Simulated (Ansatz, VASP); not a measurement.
## Two plane-wave programs on S

File POSCAR:

```
S
1.0
   10.5000000000      0.0000000000      0.0000000000
    0.0000000000     11.0000000000      0.0000000000
    0.0000000000      0.0000000000     11.5000000000
S
1
Direct
    0.5000000000      0.5045454500      0.5000000000
```

The input INCAR.step1:

```
PREC     = Accurate       # precision mode
ENCUT    = 400            # plane-wave cutoff, eV
EDIFF    = 1E-5           # SCF threshold, eV
ISMEAR   = 0              # smearing method
SIGMA    = 0.005          # smearing width, eV
LREAL    = F              # projectors in reciprocal space
LASPH    = T              # aspherical terms in the spheres
NELM     = 200            # most SCF steps
ALGO     = Normal         # electronic algorithm
ISIF     = 2              # what is computed and relaxed
LWAVE    = T              # write WAVECAR
ISPIN    = 2              # spin polarisation
MAGMOM   = 2.1            # initial moments
LORBIT   = 11             # projections on sites
GGA      = PE             # functional
NBANDS   = 13             # bands
GGA_COMPAT= F            
NELMDL   = -8
```

The input INCAR.step2:

```
PREC     = Accurate       # precision mode
ENCUT    = 400            # plane-wave cutoff, eV
EDIFF    = 1E-6           # SCF threshold, eV
ISMEAR   = 0              # smearing method
SIGMA    = 0.005          # smearing width, eV
LREAL    = F              # projectors in reciprocal space
LASPH    = T              # aspherical terms in the spheres
NELM     = 200            # most SCF steps
ALGO     = Normal         # electronic algorithm
ISIF     = 2              # what is computed and relaxed
LWAVE    = F              # write WAVECAR
LCHARG   = T              # write CHGCAR
ISPIN    = 2              # spin polarisation
MAGMOM   = 2.1            # initial moments
LORBIT   = 11             # projections on sites
GGA      = PE             # functional
LHFCALC  = T              # exact exchange
HFSCREEN = 0.2079         # screening, 1/A
PRECFOCK = Normal       
IVDW     = 12             # dispersion correction
LELF     = T              # ELF
LVHAR    = T            
ISTART   = 1            
VDW_S6   = 1.0          
VDW_S8   = 2.31         
VDW_A1   = 0.383        
VDW_A2   = 5.685        
NBANDS   = 13             # bands
GGA_COMPAT= F
```

The input KPOINTS:

```
Automatic mesh
0
Gamma
  1 1 1
```

Input for Ansatz:

```yaml
crystal:
  lattice:
    - [10.5, 0.0, 0.0]
    - [0.0, 11.0, 0.0]
    - [0.0, 0.0, 11.5]
  atoms:
    - { symbol: S, position: [0.5, 0.50454545, 0.5], spin: 2.1 }
magnetization:
  spin_polarized: true
hamiltonian:
  xc: hse06
  dispersion: d3bj
kpoints:
  mp_grid: { grid: [1, 1, 1] }
scf:
  occupations: { method: gaussian, width: 0.005 }
  max_iter: 140
  lower_state_search: "off"
output:
  forces: false
```

Alike in both runs: task single point; functional HSE06; dispersion D3(BJ); k mesh 1 × 1 × 1; occupations gaussian, width 0.005 eV; collinear spin.

|  | VASP | Ansatz |
| --- | --- | --- |
| version | VASP 6.6.1 | Ansatz 0.2.0 |
| potentials or method | VASP PAW PBE potentials, release 64 (S) | scalar-relativistic, plane waves, PAW |
| plane-wave cutoff (eV) | 400 | 420 |
| valence electrons in the cell | 6 | 6 |

```tsv
	VASP	Ansatz	Ansatz less VASP
gap on the k mesh at the Fermi level (eV)	2.32	2.26	-0.061
net moment per atom (μB)	2.00	2.00	0.000
size of the moment on the site where the two differ most (μB)	1.12	2.00	+0.884
```

Site moments also hang on the region over which each program counts them. Ansatz's warnings: stability check not made.
